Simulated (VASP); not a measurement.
# Al in VASP: single point with PBE

Aim: the single point of Al with PBE.

All numbers are computed with VASP 6.6.1; they aren't measurements. Logs are shortened: lines on timing, memory, paths and dates and some standing lists are left out, and cuts for length are marked.

### 1 The cell of the first run

The typed cell holds 8 atoms: a = 9.484 Å, b = 2.838 Å, c = 4.941 Å, α = 90.00°, β = 90.00°, γ = 90.00°.

### 2 Single point, PBE

INCAR

```
  ALGO = Fast
  EDIFF = 1E-7
  ENCUT = 520
  GGA = PE
  ISIF = 2
  ISMEAR = 0
  LASPH = T
  LCHARG = F
  LREAL = F
  LWAVE = F
  NBANDS = 22
  NELM = 60
  PREC = Accurate
  SIGMA = 0.1
```

KPOINTS

```
k-points
0
Gamma
  4 14 8
```

POSCAR

```
Al
1.0
    9.4843041090      0.0000000000      0.0000000000
    0.0000000000      2.8380765450      0.0000000000
    0.0000000000      0.0000000000      4.9407960803
Al
8
Direct
    0.0000000000      0.5000000000      0.8331635661
    0.5000000000      0.5000000000      0.8332125937
    0.0000000000      0.0000000000      0.3331635661
    0.5000000000      0.0000000000      0.3332125937
    0.7499992699      0.5000010422      0.1668119201
    0.2500007301      0.4999989578      0.1668119201
    0.7499992699      0.9999989578      0.6668119201
    0.2500007301      0.0000010422      0.6668119201
```

Potentials or basis: VASP PAW PBE potentials, release 64 (Al).

On the command line:

```
cat potpaw_PBE.64/Al/POTCAR > POTCAR
mpirun -np 1 vasp_std > vasp.out
```

OUTCAR:

```text
EDIFF = 1E-7
   ENCUT = 520
   GGA = PE
   ISIF = 2
   ISMEAR = 0
   LASPH = T
   LREAL = F
   NELM = 60
   PREC = Accurate

 ion  position               nearest neighbor table
   1  0.000  0.500  0.833-   3 2.85   3 2.85   3 2.85   3 2.85   8 2.88   7 2.88   7 2.88   8 2.88
                             5 2.89   6 2.89
   2  0.500  0.500  0.833-   4 2.85   4 2.85   4 2.85   4 2.85   8 2.88   7 2.88   7 2.88   8 2.88
                             5 2.89   6 2.89
   3  0.000  0.000  0.333-   1 2.85   1 2.85   1 2.85   1 2.85   6 2.88   5 2.88   6 2.88   5 2.88
                             7 2.89   8 2.89
   4  0.500  0.000  0.333-   2 2.85   2 2.85   2 2.85   2 2.85   6 2.88   5 2.88   6 2.88   5 2.88
                             7 2.89   8 2.89
   5  0.750  0.500  0.167-   7 2.85   7 2.85   7 2.85   7 2.85   3 2.88   3 2.88   4 2.88   4 2.88
                             2 2.89   1 2.89
   6  0.250  0.500  0.167-   8 2.85   8 2.85   8 2.85   8 2.85   3 2.88   3 2.88   4 2.88   4 2.88
                             2 2.89   1 2.89
   7  0.750  1.000  0.667-   5 2.85   5 2.85   5 2.85   5 2.85   1 2.88   1 2.88   2 2.88   2 2.88
                             4 2.89   3 2.89
   8  0.250  0.000  0.667-   6 2.85   6 2.85   6 2.85   6 2.85   1 2.88   1 2.88   2 2.88   2 2.88
                             4 2.89   3 2.89

  LATTYP: Found a simple orthorhombic cell.
 ALAT       =     2.8380765450
 B/A-ratio  =     1.7408959913
 C/A-ratio  =     3.3418070156

  Lattice vectors:

 A1 = (   0.0000000000,   2.8380765450,   0.0000000000)
 A2 = (   0.0000000000,   0.0000000000,   4.9407960803)
 A3 = (   9.4843041090,   0.0000000000,   0.0000000000)

Analysis of symmetry for initial positions (statically):
=====================================================================
 Subroutine PRICEL returns following result:

  LATTYP: Found a base centered orthorhombic cell.
 ALAT       =     2.8380765450
 B/A-ratio  =     1.7408959913
 C/A-ratio  =     3.3418070156

  Lattice vectors:

 A1 = (   0.0000000000,  -1.4190382725,   2.4703980402)
 A2 = (   0.0000000000,  -1.4190382725,  -2.4703980402)
 A3 = (   9.4843041090,   0.0000000000,   0.0000000000)

   2 primitive cells build up your supercell.

 Routine SETGRP: Setting up the symmetry group for a
 simple orthorhombic supercell.

 Subroutine GETGRP returns: Found  4 space group operations
 (whereof  4 operations were pure point group operations)
 out of a pool of  8 trial point group operations.

The static configuration has the point symmetry C_2v.

Analysis of symmetry for dynamics (positions and initial velocities):
=====================================================================
 Subroutine PRICEL returns following result:

  LATTYP: Found a base centered orthorhombic cell.
 ALAT       =     2.8380765450
 B/A-ratio  =     1.7408959913
 C/A-ratio  =     3.3418070156

  Lattice vectors:

 A1 = (   0.0000000000,  -1.4190382725,   2.4703980402)
 A2 = (   0.0000000000,  -1.4190382725,  -2.4703980402)
 A3 = (   9.4843041090,   0.0000000000,   0.0000000000)

   2 primitive cells build up your supercell.

 Routine SETGRP: Setting up the symmetry group for a
 simple orthorhombic supercell.

 Subroutine GETGRP returns: Found  4 space group operations
 (whereof  4 operations were pure point group operations)
 out of a pool of  8 trial point group operations.

The dynamic configuration has the point symmetry C_2v.

 Subroutine INISYM returns: Found  4 space group operations
 (whereof  4 operations are pure point group operations),
 and found     2 'primitive' translations

----------------------------------------------------------------------------------------

                                     Primitive cell

  volume of cell :      66.4962

  direct lattice vectors                    reciprocal lattice vectors
     0.000000000 -1.419038273  2.470398040     0.000000000 -0.352351314  0.202396534
     0.000000000 -1.419038273 -2.470398040     0.000000000 -0.352351314 -0.202396534
     9.484304109  0.000000000  0.000000000     0.105437361  0.000000000  0.000000000

  length of vectors
     2.848953509  2.848953509  9.484304109     0.406344442  0.406344442  0.105437361

  position of ions in fractional coordinates (direct lattice)
     0.333163566  0.666836434  0.000000000
     0.333212594  0.666787406  0.500000000
     0.666810878  0.333187038  0.749999270
     0.666812962  0.333189122  0.250000730

  ion indices of the primitive-cell ions
   primitive index   ion index
                 1           1
                 2           2
                 3           5
                 4           6

----------------------------------------------------------------------------------------

 KPOINTS: k-points

Automatic generation of k-mesh.
 Grid dimensions read from file:
 generate k-points for:    4   14    8

 Generating k-lattice:

  Cartesian coordinates                     Fractional coordinates (reciprocal lattice)
     0.026359340  0.000000000  0.000000000     0.250000000  0.000000000  0.000000000
     0.000000000  0.025167951  0.000000000     0.000000000  0.071428571  0.000000000
     0.000000000  0.000000000  0.025299567     0.000000000  0.000000000  0.125000000

  Length of vectors
     0.026359340  0.025167951  0.025299567

  Shift w.r.t. Gamma in fractional coordinates (k-lattice)
     0.000000000  0.000000000  0.000000000

 Subroutine IBZKPT returns following result:
 ===========================================

 Found    120 irreducible k-points:

 Following reciprocal coordinates:
            Coordinates               Weight
  0.000000  0.000000  0.000000      1.000000
  0.250000  0.000000  0.000000      2.000000
  0.500000  0.000000  0.000000      1.000000
  0.000000  0.071429  0.000000      2.000000
  0.250000  0.071429  0.000000      4.000000
  0.500000  0.071429  0.000000      2.000000
[... 16 lines left out ...]
  0.250000  0.500000  0.000000      2.000000
  0.500000  0.500000  0.000000      1.000000
 [... further k-points ...]
   k-points           NKPTS =    120   k-points in BZ     NKDIM =    120   number of bands    NBANDS=     22
   number of dos      NEDOS =    301   number of ions     NIONS =      8
   total plane-waves  NPLWV =  69120
   dimension x,y,z NGX =    72 NGY =   24 NGZ =   40
   dimension x,y,z NGXF=   144 NGYF=   48 NGZF=   80
   ions per type =               8
   NGX,Y,Z   is equivalent  to a cutoff of  12.62, 14.06, 13.46 a.u.
   NGXF,Y,Z  is equivalent  to a cutoff of  25.24, 28.12, 26.92 a.u.
 SYSTEM =  unknown system
   PREC   = accura    normal or accurate (medium, high low for compatibility)
   ISTART =      0    job   : 0-new  1-cont  2-samecut
   ICHARG =      2    charge: 1-file 2-atom 10-const
   ISPIN  =      1    spin polarized calculation?
   LNONCOLLINEAR =      F non collinear calculations
   LSORBIT =      F    spin-orbit coupling
   LASPH  =      T    aspherical Exc in radial PAW
   ENCUT  =  520.0 eV  38.22 Ry    6.18 a.u.  17.63  5.28  9.19*2*pi/ulx,y,z
   NELM   =     60;   NELMIN=  2; NELMDL= -5     # of ELM steps
   EDIFF  = 0.1E-06   stopping-criterion for ELM
   LREAL  =      F    real-space projection
   EDIFFG = 0.1E-05   stopping-criterion for IOM
   NSW    =      0    number of steps for IOM
   IBRION =     -1    ionic relax: 0-MD 1-quasi-New 2-CG
   NFREE  =      0    steps in history (QN), initial steepest desc. (CG)
   ISIF   =      2    stress and relaxation
   ISYM   =      2    0-nonsym 1-usesym 2-fastsym
   POTIM  = 0.5000    time-step for ionic-motion
   TEBEG  =    0.0;   TEEND  =   0.0 temperature during run
   PSTRESS=    0.0 pullay stress
   NELECT =      24.0000    total number of electrons
   NUPDOWN=      -1.0000    fix difference up-down
   EMIN   =  10.00;   EMAX   =-10.00  energy-range for DOS
   EFERMI =   0.00;   METHOD = LEGACY
   ISMEAR =     0;   SIGMA  =   0.10  broadening in eV -4-tet -1-fermi 0-gaus
   EFERMI_NEDOS =   21; number of points for ismear=-14 and -15
   IALGO  =     68    algorithm
   IMIX   =      4    mixing-type and parameters
     AMIX     =   0.40;   BMIX     =  1.00
     AMIX_MAG =   1.60;   BMIX_MAG =  1.00
  volume/ion in A,a.u.               =      16.62       112.18
  Fermi-wavevector in a.u.,A,eV,Ry     =   0.925131  1.748243 11.644774  0.855867
  Thomas-Fermi vector in A             =   2.050952
   LORBIT       =      0    0 simple, 1 ext, 2 COOP (PROOUT), +10 PAW based schemes
   GGA     = PE    functional components
   LHFCALC =     F    Hartree Fock is set to
   AEXX    =    0.0000 exact exchange contribution
   IVDW    =     0    specifies the selected vdW correction
   LEPSILON=     F    determine dielectric tensor
   LRPA    =     F    only Hartree local field effects (RPA)
 non-spin polarized calculation
 RMM-DIIS sequential band-by-band and
 Gauss-broadening in eV      SIGMA  =   0.10
  energy-cutoff  :      520.00
  volume of cell :      132.99
 maximum number of plane-waves:      3608
 NGX is ok and might be reduce to    72
   NGX = 35   NGY = 11   NGZ = 19

 number of electron      24.0000000 magnetization

 Free energy of the ion-electron system (eV)
  ---------------------------------------------------
  ext. energy  EPLUGINS =         0.00000000
  ---------------------------------------------------
  free energy    TOTEN  =       -29.72120221 eV

  energy without entropy =      -29.70597854  energy(sigma->0) =      -29.71359038

 E-fermi :   7.9285     XC(G=0): -10.1710

 val. band max:        7.9205671514   @ k =   0.0000   0.0714   0.1250
 cond. band min:       7.9299937549   @ k =   0.0000   0.2857   0.1250
 fundamental gap:      0.0094266035
 Fermi energy:         7.9285315762

 k-point     1 :       0.0000    0.0000    0.0000
  band No.  band energies     occupation
      1      -3.1633      2.00000
      2      -1.5268      2.00000
      3      -1.5268      2.00000
      4       2.6759      2.00000
      5       2.8577      2.00000
      6       3.2585      2.00000
[... 14 lines left out ...]
     21      15.4643      0.00000
     22      15.4962      0.00000

 k-point     2 :       0.2500    0.0000    0.0000
  band No.  band energies     occupation
      1      -3.0605      2.00000
      2      -2.2405      2.00000
      3      -0.6143      2.00000
      4       1.7927      2.00000
      5       2.7743      2.00000
      6       2.9529      2.00000
[... 542 lines left out ...]
 k-point    24 :       0.5000    0.5000    0.0000
  band No.  band energies     occupation
      1       1.7522      2.00000
      2       1.7522      2.00000
      3       1.7522      2.00000
      4       1.7522      2.00000
      5       4.8415      2.00000
      6       4.8415      2.00000
[... 14 lines left out ...]
     21      10.6804      0.00000
     22      10.6805      0.00000

 [... further k-points ...]
[... 5 lines left out ...]
  --------------------------------------------------------------------------------------
  -------------------------------------------------------------------------------------
  Total       -0.0150705     -0.0265815     -0.0260059      0.0000000      0.0000000      0.0000000
  in kB       -0.1815563     -0.3202316     -0.3132970      0.0000000      0.0000000      0.0000000
  external PRESSURE =      -0.2716950 kB  Pullay stress =       0.0000000 kB

 VOLUME and BASIS-vectors are now :
 -----------------------------------------------------------------------------
  energy-cutoff  :      520.00
  volume of cell :      132.99
      direct lattice vectors                 reciprocal lattice vectors
     9.484304109  0.000000000  0.000000000     0.105437361  0.000000000  0.000000000
     0.000000000  2.838076545  0.000000000     0.000000000  0.352351314  0.000000000
     0.000000000  0.000000000  4.940796080     0.000000000  0.000000000  0.202396534

 POSITION                                       TOTAL-FORCE (eV/Angst)
 -----------------------------------------------------------------------------------
      0.00000      1.41904      4.11649         0.000000     -0.000000     -0.000047
      4.74215      1.41904      4.11673         0.000000      0.000000     -0.000186
      0.00000      0.00000      1.64609         0.000000     -0.000000     -0.000047
      4.74215      0.00000      1.64634        -0.000000      0.000000     -0.000186
      7.11322      1.41904      0.82418         0.000032     -0.000000      0.000117
      2.37108      1.41904      0.82418        -0.000032     -0.000000      0.000117
      7.11322      2.83807      3.29458         0.000032     -0.000000      0.000117
      2.37108      0.00000      3.29458        -0.000032     -0.000000      0.000117
 -----------------------------------------------------------------------------------
    total drift:                               -0.000000      0.000000      0.000000

  FREE ENERGIE OF THE ION-ELECTRON SYSTEM (eV)
  ---------------------------------------------------
  free  energy   TOTEN  =       -29.7212022090 eV

  energy  without entropy=      -29.7059785412  energy(sigma->0) =      -29.71359038
```

It took 4.9 min on 1 thread of Intel Xeon 6455B, shared host; peak memory 0.39 GiB.

Results:

* Free energy: -29.7212 eV
* Pressure: 0.0 GPa
* Band gap on the k mesh: zero (band 12 reaches 10.37 eV, above the bottom of band 13 at 6.46 eV)
